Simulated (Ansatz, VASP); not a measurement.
InP, level by level in two programs

```xyz
2
Lattice="0.0000 2.9305 2.9305 2.9305 0.0000 2.9305 2.9305 2.9305 0.0000" Properties=species:S:1:pos:R:3 pbc="T T T"
In    0.0000    0.0000    0.0000
P     4.3957    4.3957    4.3957
```

Single points on this cell with VASP 6.6.1 and Ansatz 0.2.0. Each row is one pair of runs. Alike in all rows: smearing: fermi-dirac, width 0.05 eV.

```tsv
level	spin	k mesh	VASP's potentials, cutoff	Ansatz's potentials, cutoff	pressure (GPa), VASP	pressure (GPa), Ansatz
LDA	non-collinear, zero start, SOC	8 × 8 × 8	VASP PAW LDA potentials, release 64 (In_d, P), 520 eV	Ansatz PAW, 420 eV	-1.2	-1.3
HSE06	non-collinear, zero start, SOC	4 × 4 × 4	VASP PAW PBE potentials, release 64 (In_d, P), 520 eV	Ansatz PAW, 420 eV	1.4	1.6
r2SCAN50	off	4 × 4 × 4	VASP PAW PBE potentials, release 64 (In_d, P), 520 eV	Ansatz PAW, 500 eV	-0.9	?
```

Q: Fill in what Ansatz gave in row 3.

A: Pressure (GPa): -0.5.

The k mesh is coarse in some rows, so the values compare programs but aren't converged.
